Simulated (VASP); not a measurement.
Set up this calculation in VASP 6.6.1, as the native input.

```yaml
Task: single point
Functional: LDA
Potentials_or_basis: VASP PAW LDA potentials, release 64 (Rb_sv, Au, Br)
Cutoff: 520 eV
k_mesh: 4 × 4 × 4
Occupations: gaussian, width 0.1 eV
Spin: no spin polarisation
Dipole_correction: no
Further_INCAR_settings: ALGO = Normal; EDIFF = 1e-06; NBANDS = 28
```

The structure of RbAuBr3 lies in POSCAR:

```
RbAuBr3
1.0
    5.4369900000      0.0000000000      0.0000000000
    0.0000000000      5.4369900000      0.0000000000
    0.0000000000      0.0000000000      5.4369900000
Rb Au Br
1 1 3
Direct
    0.5000000000      0.5000000000      0.5000000000
    0.0000000000      0.0000000000      0.0000000000
    0.5000000000      0.0000000000      0.0000000000
    0.0000000000      0.0000000000      0.5000000000
    0.0000000000      0.5000000000      0.0000000000
```

One way to write it, as run:

INCAR

```
ALGO     = Normal         # electronic algorithm
EDIFF    = 1E-6           # SCF threshold, eV
ENCUT    = 520            # plane-wave cutoff, eV
ISIF     = 2              # what is computed and relaxed
ISMEAR   = 0              # smearing method
LASPH    = T              # aspherical terms in the spheres
LCHARG   = F              # write CHGCAR
LREAL    = F              # projectors in reciprocal space
LWAVE    = F              # write WAVECAR
NBANDS   = 28             # bands
NELM     = 100            # most SCF steps
PREC     = Accurate       # precision mode
SIGMA    = 0.1            # smearing width, eV
```

KPOINTS

```
k-points
0
Gamma
  4 4 4
```

Potentials or basis: VASP PAW LDA potentials, release 64 (Rb_sv, Au, Br).

Launch:

```bash
$ cat potpaw_LDA.64/Rb_sv/POTCAR potpaw_LDA.64/Au/POTCAR potpaw_LDA.64/Br/POTCAR > POTCAR
$ mpirun -np 1 vasp_std > vasp.out
```

Results of the run:

| Property | Result |
| --- | --- |
| Pressure | -3.6 GPa |
| Band gap on the k mesh | zero (an odd number of electrons rules out a gap without spin polarisation) |

Caveat: the cell stands under tension; spin-orbit coupling is left out, which moves the levels of the heavy elements; an odd number of electrons without spin polarisation forces a metal; a magnetic or distorted state may lie lower.

Wall time 24 s on 1 thread of Intel(R) Xeon(R) Platinum 8488C (Sapphire Rapids), on a shared host, peak memory 0.22 GiB.
